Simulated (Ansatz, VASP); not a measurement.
**C: VASP beside Ansatz**

POSCAR

```
C
1.0
    2.4345444980      0.0000000000      0.0000000000
   -1.2172722490      2.1083773819      0.0000000000
    0.0000000000      0.0000000000      8.2803246060
C
8
Direct
    0.0000000000      0.0000000000      0.0929334766
    0.0000000000      0.0000000000      0.5929334766
    0.0000000000      0.0000000000      0.4070665234
    0.0000000000      0.0000000000      0.9070665234
    0.3333333333      0.6666666667      0.1554962099
    0.6666666667      0.3333333333      0.6554962099
    0.3333333333      0.6666666667      0.3445037901
    0.6666666667      0.3333333333      0.8445037901
```

File INCAR.step1:

```
ALGO = Normal
EDIFF = 1E-4
ENCUT = 520
GGA = PE
ISMEAR = 0
LASPH = T
LCHARG = F
LREAL = F
LWAVE = T
NBANDS = 26
NELM = 100
PREC = Accurate
SIGMA = 0.05
```

Contents of INCAR.step2:

```
ALGO = Normal
EDIFF = 1E-6
ENCUT = 520
ISIF = 2
ISMEAR = 0
ISTART = 1
LASPH = T
LCHARG = F
LMIXTAU = T
LREAL = F
LWAVE = F
METAGGA = R2SCAN
NBANDS = 26
NELM = 100
PREC = Accurate
SIGMA = 0.05
```

File KPOINTS:

```
k-points
0
Gamma
  12 12 4
```

Input for Ansatz:

```yaml
crystal:
  lattice:
    - [2.434544498, 0.0, 0.0]
    - [-1.217272249, 2.1083773819, 0.0]
    - [0.0, 0.0, 8.280324606]
  atoms:
    - { symbol: C, position: [0.0, 0.0, 0.0929334766] }
    - { symbol: C, position: [0.0, 0.0, 0.5929334766] }
    - { symbol: C, position: [0.0, 0.0, 0.4070665234] }
    - { symbol: C, position: [0.0, 0.0, 0.9070665234] }
    - { symbol: C, position: [0.3333333333, 0.6666666667, 0.1554962099] }
    - { symbol: C, position: [0.6666666667, 0.3333333333, 0.6554962099] }
    - { symbol: C, position: [0.3333333333, 0.6666666667, 0.3445037901] }
    - { symbol: C, position: [0.6666666667, 0.3333333333, 0.8445037901] }
basis:
  ecutwfc: 500
kpoints:
  mp_grid: { grid: [12, 12, 4] }
hamiltonian:
  xc: r2scan
scf:
  occupations: { method: gaussian, width: 0.05 }
output:
  forces: true
  stress: true
  eigenvalues: true
  write_density: true
  write_potential: true
  elf: true
  volumetric_format: npy
```

Change from the starting cell: strain -0.0300 x Voigt [1, 1, 0, 0, 0, 0], atoms carried along.

Alike in both runs: task single point; functional r2SCAN; k mesh 12 × 12 × 4; occupations gaussian, width 0.05 eV; no spin polarisation.

|  | VASP | Ansatz |
| --- | --- | --- |
| version | VASP 6.6.1 | Ansatz 0.2.0 |
| potentials or method | VASP PAW PBE potentials, release 64 (C), cutoff 520 eV | scalar-relativistic, plane waves, PAW |
| valence electrons in the cell | 32 | 32 |

```csv
,VASP,Ansatz,Ansatz less VASP
gap on the k mesh at the Fermi level (eV),5.05,5.10,+0.046
least direct gap on the mesh (eV),5.05,5.10,+0.046
pressure (GPa),32.7,31.3,-1.39
"traceless stress, the component that is largest in VASP (GPa)",-29.10,-28.88,+0.220
rms of the force components (eV/Å),0.092,0.081,-0.0109
```

VASP's potentials were made for PBE, not for r2SCAN. Atom by atom the forces differ by 0.011 eV/Å (rms over components). Both programs put the cell under a high pressure, so it lies far from rest at this level.
